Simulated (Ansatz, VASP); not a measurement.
## AlN in VASP and in Ansatz

```xyz
4
Lattice="3.1336 0.0000 0.0000 -1.5668 2.7138 0.0000 0.0000 0.0000 5.0140" Properties=species:S:1:pos:R:3 pbc="T T T"
Al    1.5668    0.9046    2.5070
Al    0.0000    1.8092    0.0000
N     1.5668    0.9046    4.4123
N     0.0000    1.8092    1.9053
```

Change from the starting cell: volume scaled by 1.02.

Alike in both runs: task single point; functional LDA; k mesh 10 × 10 × 6; occupations fermi-dirac, width 0.05 eV; no spin polarisation.

|  | VASP | Ansatz |
| --- | --- | --- |
| version | VASP 6.6.1 | Ansatz 0.2.0 |
| potentials or method | VASP PAW LDA potentials, release 64 (Al, N), cutoff 520 eV | all-electron LAPW, scalar-relativistic |

```tsv
	VASP	Ansatz	Ansatz less VASP
gap on the k mesh at the Fermi level (eV)	4.07	4.07	-0.006
least direct gap on the mesh (eV)	4.07	4.07	-0.006
pressure (GPa)	-7.8	-8.3	-0.49
traceless stress, the component that is largest in VASP (GPa)	1.20	1.19	-0.017
rms of the force components (eV/Å)	0.061	0.059	-0.0014
```

LDA's correlation is that of Perdew and Zunger in VASP and of Perdew and Wang (1992) in Ansatz. Atom by atom the forces differ by 0.001 eV/Å (rms over components). Ansatz ran all-electron here, and VASP with PAW potentials.
